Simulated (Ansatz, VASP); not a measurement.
One calculation of Ta, two programs

The input INCAR:

```
PREC = Accurate
ENCUT = 520
EDIFF = 1E-6
ISMEAR = 1
SIGMA = 1.0
LREAL = F
LASPH = T
NELM = 80
ALGO = Normal
ISIF = 2
LWAVE = F
LCHARG = T
LELF = T
LVHAR = T
NBANDS = 12
```

The input KPOINTS:

```
Automatic mesh
0
Gamma
  14 14 14
```

The input POSCAR:

```
Ta
1.0
   -1.6276710318      1.6276710318      1.6276710318
    1.6276710318     -1.6276710318      1.6276710318
    1.6276710318      1.6276710318     -1.6276710318
Ta
1
Direct
    0.0000000000      0.0000000000      0.0000000000
```

Input for Ansatz:

```yaml
crystal:
  lattice:
    - [-1.6276710318, 1.6276710318, 1.6276710318]
    - [1.6276710318, -1.6276710318, 1.6276710318]
    - [1.6276710318, 1.6276710318, -1.6276710318]
  atoms:
    - { symbol: Ta, position: [0.0, 0.0, 0.0] }
hamiltonian:
  xc: lda
  pseudopotentials:
    kind: paw
    azcp:
      Ta: "pseudopotentials/Ta.paw.azcp"
basis:
  ecutwfc: 420
  fft_grid_basis: typed
kpoints:
  mp_grid: { grid: [14, 14, 14], shift: [0, 0, 0] }
magnetization:
  spin_polarized: false
scf:
  occupations: { method: methfessel_paxton, width: 1.0 }
  lower_state_search: "off"
output:
  stress: true
```

Alike in both runs: task single point; functional LDA; k mesh 14 × 14 × 14; occupations methfessel-paxton of order 1, width 1 eV; no spin polarisation.

|  | VASP | Ansatz |
| --- | --- | --- |
| version | VASP 6.6.1 | Ansatz 0.2.0 |
| potentials or method | VASP PAW LDA potentials, release 64 (Ta_pv), cutoff 520 eV | plane waves (420 eV) with PAW, scalar-relativistic |
| valence electrons in the cell | 11 | 13 |

Ansatz gave:

```
pressure (GPa) : -0.4
```

Question: Which values does VASP return?

Answer: Pressure (GPa): 0.5.

Ansatz warns that its potentials were made for another functional, while VASP's fit it. LDA's correlation is that of Perdew and Zunger in VASP and of Perdew and Wang (1992) in Ansatz. VASP's potentials hold 11 valence electrons a cell and Ansatz's 13, so a difference there can come from the potentials and not from the codes.

Spin-orbit coupling is off throughout.
